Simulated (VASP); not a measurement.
Here is a VASP 6.6.1 calculation.

Contents of INCAR:

```
PREC = Accurate
ENCUT = 520
EDIFF = 1E-7
ISMEAR = 0
SIGMA = 0.15
LREAL = False
LASPH = True
NELM = 60
ALGO = Fast
ISIF = 2
LWAVE = False
LCHARG = True
GGA = PS
LELF = True
LVHAR = True
NBANDS = 35
```

Contents of KPOINTS:

```
Automatic mesh
0
Gamma
  17 17 5
```

Contents of POSCAR:

```
Ta2C
1.0
   -1.5476503522     -2.6806090424      0.0000000000
    1.5476503522     -2.6806090424      0.0000000000
    0.0000000000      0.0000000000     15.8421605593
Ta C
4 2
Direct
    0.6666666667      0.6666666667      0.5444992453
    0.6666666667      0.6666666667      0.2338673551
    0.3333333333      0.3333333333      0.0767645352
    0.3333333333      0.3333333333      0.3873964254
    1.0000000000      0.0000000000      0.4659478353
    1.0000000000      0.0000000000      0.1553159451
```

Potentials or basis: VASP PAW PBE potentials, release 64 (Ta_pv, C).

Run with:

```console
$ cat potpaw_PBE.64/Ta_pv/POTCAR potpaw_PBE.64/C/POTCAR > POTCAR
$ mpirun -np 1 vasp_std > vasp.out
```

(1) What does it give for the band gap on the k mesh?

(2) What does it give for the largest force?

Results:

(1) zero (bands 26 and 27 overlap by 0.38 eV).

(2) 0.691 eV/Å.

Caveat: the cell differs from its parent crystal (the distance across one plane changed); there is no dipole correction, which matters where the two faces differ; the PAW data sets were made with another functional, which shifts forces and pressure a little; spin-orbit coupling is left out, which moves the levels of the heavy elements.
